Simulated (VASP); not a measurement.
# Mo (Im-3m) in VASP: a series of runs

Aim: see how the results for Mo move with the level of theory and the settings. Levels: PBE, LDA, PBEsol. Tasks: relaxation of cell and atoms, single point.

All numbers are computed with VASP 6.6.1; they aren't measurements. Logs are shortened: lines on timing, memory, paths and dates and some standing lists are left out, and cuts for length are marked.

### 1 The cell of the first run

Symmetry: Im-3m, No. 229, cubic system. The conventional cell has a = 3.150 Å, b = 3.150 Å, c = 3.150 Å, α = 90.00°, β = 90.00°, γ = 90.00°. Mo (site symmetry m-3m) has 14 Mo at 2.73 to 3.15 Å within 3.6 Å.

### 2 Relaxation of cell and atoms, PBE

INCAR

```
SYSTEM = Mo
PREC = Accurate
ENCUT = 600
EDIFF = 1E-7
ISMEAR = 1
SIGMA = 0.1
LREAL = .False.
LASPH = .True.
NELM = 100
ALGO = Normal
ISIF = 3
LWAVE = .False.
LCHARG = .False.
GGA = PE
IBRION = 2
NSW = 60
EDIFFG = -0.005
```

KPOINTS

```
Automatic mesh
0
Gamma
  24 24 24
  0 0 0
```

POSCAR

```
Mo
1.0
   -1.5750000000      1.5750000000      1.5750000000
    1.5750000000     -1.5750000000      1.5750000000
    1.5750000000      1.5750000000     -1.5750000000
Mo
1
Direct
    0.0000000000      0.0000000000      0.0000000000
```

Potentials or basis: VASP PAW PBE potentials, release 64 (Mo_sv).

Started as:

```console
$ cat potpaw_PBE.64/Mo_sv/POTCAR > POTCAR
$ mpirun -np 1 vasp_std > vasp.out
```

OUTCAR:

```text
SYSTEM = Mo
   PREC = Accurate
   ENCUT = 600
   EDIFF = 1E-7
   ISMEAR = 1
   LREAL = .False.
   LASPH = .True.
   NELM = 100
   ISIF = 3
   GGA = PE
   IBRION = 2
   NSW = 60
   EDIFFG = -0.005

 ion  position               nearest neighbor table
   1  0.000  0.000  0.000-

  LATTYP: Found a body centered cubic cell.
 ALAT       =     3.1500000000

  Lattice vectors:

 A1 = (  -1.5750000000,   1.5750000000,   1.5750000000)
 A2 = (   1.5750000000,  -1.5750000000,   1.5750000000)
 A3 = (   1.5750000000,   1.5750000000,  -1.5750000000)

Analysis of symmetry for initial positions (statically):
=====================================================================
 Subroutine PRICEL returns:
 Original cell was already a primitive cell.

 Routine SETGRP: Setting up the symmetry group for a
 body centered cubic supercell.

 Subroutine GETGRP returns: Found 48 space group operations
 (whereof 48 operations were pure point group operations)
 out of a pool of 48 trial point group operations.

The static configuration has the point symmetry O_h .

Analysis of symmetry for dynamics (positions and initial velocities):
=====================================================================
 Subroutine PRICEL returns:
 Original cell was already a primitive cell.

 Routine SETGRP: Setting up the symmetry group for a
 body centered cubic supercell.

 Subroutine GETGRP returns: Found 48 space group operations
 (whereof 48 operations were pure point group operations)
 out of a pool of 48 trial point group operations.

The dynamic configuration has the point symmetry O_h .

 Subroutine INISYM returns: Found 48 space group operations
 (whereof 48 operations are pure point group operations),
 and found     1 'primitive' translations

----------------------------------------------------------------------------------------

                                     Primitive cell

  volume of cell :      15.6279

  direct lattice vectors                    reciprocal lattice vectors
    -1.575000000  1.575000000  1.575000000     0.000000000  0.317460317  0.317460317
     1.575000000 -1.575000000  1.575000000     0.317460317  0.000000000  0.317460317
     1.575000000  1.575000000 -1.575000000     0.317460317  0.317460317  0.000000000

  length of vectors
     2.727980022  2.727980022  2.727980022     0.448956686  0.448956686  0.448956686

  position of ions in fractional coordinates (direct lattice)
     0.000000000  0.000000000  0.000000000

  ion indices of the primitive-cell ions
   primitive index   ion index
                 1           1

----------------------------------------------------------------------------------------

 KPOINTS: Automatic mesh

Automatic generation of k-mesh.
 Grid dimensions read from file:
 generate k-points for:   24   24   24

 Generating k-lattice:

  Cartesian coordinates                     Fractional coordinates (reciprocal lattice)
     0.000000000  0.013227513  0.013227513     0.041666667  0.000000000  0.000000000
     0.013227513  0.000000000  0.013227513     0.000000000  0.041666667  0.000000000
     0.013227513  0.013227513  0.000000000     0.000000000  0.000000000  0.041666667

  Length of vectors
     0.018706529  0.018706529  0.018706529

  Shift w.r.t. Gamma in fractional coordinates (k-lattice)
     0.000000000  0.000000000  0.000000000

 Subroutine IBZKPT returns following result:
 ===========================================

 Found    413 irreducible k-points:

 Following reciprocal coordinates:
            Coordinates               Weight
  0.000000  0.000000  0.000000      1.000000
  0.041667  0.000000  0.000000     12.000000
  0.083333  0.000000  0.000000     12.000000
  0.125000  0.000000  0.000000     12.000000
  0.166667  0.000000  0.000000     12.000000
  0.208333  0.000000  0.000000     12.000000
[... 16 lines left out ...]
  0.416667  0.041667  0.000000     48.000000
  0.458333  0.041667  0.000000     48.000000
 [... further k-points ...]
   k-points           NKPTS =    413   k-points in BZ     NKDIM =    413   number of bands    NBANDS=     11
   number of dos      NEDOS =    301   number of ions     NIONS =      1
   total plane-waves  NPLWV =  13824
   dimension x,y,z NGX =    24 NGY =   24 NGZ =   24
   dimension x,y,z NGXF=    48 NGYF=   48 NGZF=   48
   ions per type =               1
   NGX,Y,Z   is equivalent  to a cutoff of  14.63, 14.63, 14.63 a.u.
   NGXF,Y,Z  is equivalent  to a cutoff of  29.25, 29.25, 29.25 a.u.
 SYSTEM =  Mo
   PREC   = accura    normal or accurate (medium, high low for compatibility)
   ISTART =      0    job   : 0-new  1-cont  2-samecut
   ICHARG =      2    charge: 1-file 2-atom 10-const
   ISPIN  =      1    spin polarized calculation?
   LNONCOLLINEAR =      F non collinear calculations
   LSORBIT =      F    spin-orbit coupling
   LASPH  =      T    aspherical Exc in radial PAW
   ENCUT  =  600.0 eV  44.10 Ry    6.64 a.u.   5.45  5.45  5.45*2*pi/ulx,y,z
   NELM   =    100;   NELMIN=  2; NELMDL= -5     # of ELM steps
   EDIFF  = 0.1E-06   stopping-criterion for ELM
   LREAL  =      F    real-space projection
   EDIFFG = -.5E-02   stopping-criterion for IOM
   NSW    =     60    number of steps for IOM
   IBRION =      2    ionic relax: 0-MD 1-quasi-New 2-CG
   NFREE  =      1    steps in history (QN), initial steepest desc. (CG)
   ISIF   =      3    stress and relaxation
   ISYM   =      2    0-nonsym 1-usesym 2-fastsym
   POTIM  = 0.5000    time-step for ionic-motion
   TEBEG  =    0.0;   TEEND  =   0.0 temperature during run
   PSTRESS=    0.0 pullay stress
   NELECT =      14.0000    total number of electrons
   NUPDOWN=      -1.0000    fix difference up-down
   EMIN   =  10.00;   EMAX   =-10.00  energy-range for DOS
   EFERMI =   0.00;   METHOD = LEGACY
   ISMEAR =     1;   SIGMA  =   0.10  broadening in eV -4-tet -1-fermi 0-gaus
   EFERMI_NEDOS =   21; number of points for ismear=-14 and -15
   IALGO  =     38    algorithm
   IMIX   =      4    mixing-type and parameters
     AMIX     =   0.40;   BMIX     =  1.00
     AMIX_MAG =   1.60;   BMIX_MAG =  1.00
  volume/ion in A,a.u.               =      15.63       105.46
  Fermi-wavevector in a.u.,A,eV,Ry     =   1.578157  2.982285 33.886404  2.490580
  Thomas-Fermi vector in A             =   2.678731
   LORBIT       =      0    0 simple, 1 ext, 2 COOP (PROOUT), +10 PAW based schemes
   GGA     = PE    functional components
   LHFCALC =     F    Hartree Fock is set to
   AEXX    =    0.0000 exact exchange contribution
   IVDW    =     0    specifies the selected vdW correction
   LEPSILON=     F    determine dielectric tensor
   LRPA    =     F    only Hartree local field effects (RPA)
 conjugate gradient relaxation of ions
 non-spin polarized calculation
 Methfessel and Paxton  Order N= 1 SIGMA  =   0.10
  energy-cutoff  :      600.00
  volume of cell :       15.63
 maximum number of plane-waves:       539
 NGX is ok and might be reduce to    24
   NGX = 11   NGY = 11   NGZ = 11

--------------------------------------- Ionic step        1  -------------------------------------------

 number of electron      14.0000002 magnetization

 Free energy of the ion-electron system (eV)
  ---------------------------------------------------
  ext. energy  EPLUGINS =         0.00000000
  ---------------------------------------------------
  free energy    TOTEN  =       -10.93289635 eV

  energy without entropy =      -10.93253911  energy(sigma->0) =      -10.93277727

------------------------ aborting loop because EDIFF is reached ----------------------------------------

  FORCE on cell =-STRESS in cart. coord.  units (eV):
  Direction    XX          YY          ZZ          XY          YZ          ZX
  --------------------------------------------------------------------------------------
  -------------------------------------------------------------------------------------
  Total        0.3047381      0.3047381      0.3047381      0.0000000      0.0000000      0.0000000
  in kB       31.2417778     31.2417778     31.2417778      0.0000000      0.0000000      0.0000000
  external PRESSURE =      31.2417778 kB  Pullay stress =       0.0000000 kB
[... 55 lines left out ...]
  energy  without entropy=      -10.9215479192  energy(sigma->0) =      -10.92176761

--------------------------------------- Ionic step        3  -------------------------------------------

 number of electron      14.0000002 magnetization

 Free energy of the ion-electron system (eV)
  ---------------------------------------------------
  ext. energy  EPLUGINS =         0.00000000
  ---------------------------------------------------
  free energy    TOTEN  =       -10.93467183 eV

  energy without entropy =      -10.93428590  energy(sigma->0) =      -10.93454319

 E-fermi :  12.4586     XC(G=0): -13.3251

 val. band max:       12.4551794023   @ k =   0.3750   0.0833   0.0000
 cond. band min:      12.4587890244   @ k =  -0.2083   0.2500   0.0833
 fundamental gap:      0.0036096221
 Fermi energy:        12.4586038437

 k-point     1 :       0.0000    0.0000    0.0000
  band No.  band energies     occupation
      1     -48.8757      2.00000
      2     -22.1688      2.00000
      3     -22.1688      2.00000
      4     -22.1688      2.00000
      5       5.2099      2.00000
      6      11.0628      2.00000
      7      11.0628      2.00000
      8      11.0629      2.00000
      9      14.0459     -0.00000
     10      14.0459     -0.00000
     11      27.2213      0.00000
[... 309 lines left out ...]
 k-point    24 :       0.4583    0.0417    0.0000
  band No.  band energies     occupation
      1     -48.6230      2.00000
      2     -23.5054      2.00000
      3     -22.6045      2.00000
      4     -22.1892      2.00000
      5       7.2115      2.00000
      6       9.0817      2.00000
      7      13.5791     -0.00000
      8      14.0629     -0.00000
      9      14.8949      0.00000
     10      17.1658      0.00000
     11      23.8787      0.00000

 [... further k-points ...]

------------------------ aborting loop because EDIFF is reached ----------------------------------------

  FORCE on cell =-STRESS in cart. coord.  units (eV):
  Direction    XX          YY          ZZ          XY          YZ          ZX
  --------------------------------------------------------------------------------------
  -------------------------------------------------------------------------------------
  Total       -0.0024676     -0.0024676     -0.0024676      0.0000000      0.0000000      0.0000000
  in kB       -0.2499845     -0.2499845     -0.2499845      0.0000000      0.0000000      0.0000000
  external PRESSURE =      -0.2499845 kB  Pullay stress =       0.0000000 kB
[... 16 lines left out ...]
  FREE ENERGIE OF THE ION-ELECTRON SYSTEM (eV)
  ---------------------------------------------------
  free  energy   TOTEN  =       -10.9346718323 eV

  energy  without entropy=      -10.9342859044  energy(sigma->0) =      -10.93454319

 reached required accuracy - stopping structural energy minimisation
```

Wall time 1.9 min (1 thread of Intel Xeon Platinum 8259CL at 2.50GHz (Skylake/Cascade Lake), shared host); peak memory 0.22 GiB.

Results:

* Free energy: -10.9347 eV
* Relaxed volume: 15.81 Å³/atom
* Relaxed cell: a = 2.739 Å, b = 2.739 Å, c = 2.739 Å, α = 109.47°, β = 109.47°, γ = 109.47°
* Space group after relaxing (to 0.1 Å): Im-3m (No. 229)
* Energy gained by relaxing: 1.8 meV/atom
* Ionic steps: 3
* Pressure after relaxing: 0.0 GPa
* Band gap on the k mesh: zero (bands 7 and 8 overlap by 5.26 eV)

The path:
```csv
step,energy change (eV),largest force (eV/Å),pressure (GPa),volume (Å³)
1,0.0000,0.0000,3.12,15.63
2,0.0110,0.0000,-7.74,16.33
3,-0.0018,0.0000,-0.02,15.81
```

Final structure:
```
Mo
1.0
    -1.58125    1.58125    1.58125
     1.58125   -1.58125    1.58125
     1.58125    1.58125   -1.58125
Mo
1
Direct
  0.00000 0.00000 0.00000
```

[end of part 1 of 2]
